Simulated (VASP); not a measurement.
# Li2Se: single point with PBE

The system is Li2Se.

```xyz
3
Lattice="0.0000 2.9935 2.9935 2.9935 0.0000 2.9935 2.9935 2.9935 0.0000" Properties=species:S:1:pos:R:3 pbc="T T T"
Se    0.0000    0.0000    0.0000
Li    1.4968    1.4968    1.4968
Li    4.4903    4.4903    4.4903
```

| Quantity | Value |
| --- | --- |
| Program | VASP 6.6.1 |
| Task | single point |
| Functional | PBE |
| Potentials or basis | VASP PAW PBE potentials, release 64 (Se, Li_sv) |
| Cutoff | 750 eV |
| k mesh | 4 × 4 × 4 |
| Occupations | gaussian, width 0.01 eV |
| Spin | no spin polarisation |
| Dipole correction | no |
| Further INCAR settings | ALGO = Normal; EDIFF = 1e-06; NBANDS = 13 |

```
Pressure               : 0.3 GPa
Band gap on the k mesh : 2.96 eV (least direct gap 3.42 eV)
```

Levels at points of the mesh, in eV from the valence-band top:
| k point | band 2 | band 3 | band 4 | band 5 | band 6 | band 7 | band 8 | band 9 | band 10 | band 11 |
| --- | --- | --- | --- | --- | --- | --- | --- | --- | --- | --- |
| (0.00, 0.00, 0.00) | -44.69 | -11.41 | 0.00 | 0.00 | 0.00 | 3.42 | 5.62 | 5.62 | 5.62 | 10.60 |
| (0.50, 0.00, 0.00) | -44.70 | -11.04 | -2.93 | -0.53 | -0.53 | 5.14 | 5.96 | 5.96 | 7.98 | 11.54 |
| (0.50, 0.50, 0.00) | -44.69 | -10.93 | -2.30 | -1.46 | -1.46 | 2.96 | 6.18 | 10.37 | 10.37 | 11.48 |

Wall time 10 s on 1 thread of AMD EPYC 9R45 96-Core Processor (Zen 5), with other jobs on the host, peak memory 0.2 GiB.

Caveat: the k points lie up to 0.45 Å⁻¹ apart; the structure was generated, so it needn't be the stable form of Li2Se. A k mesh can miss the band edges.
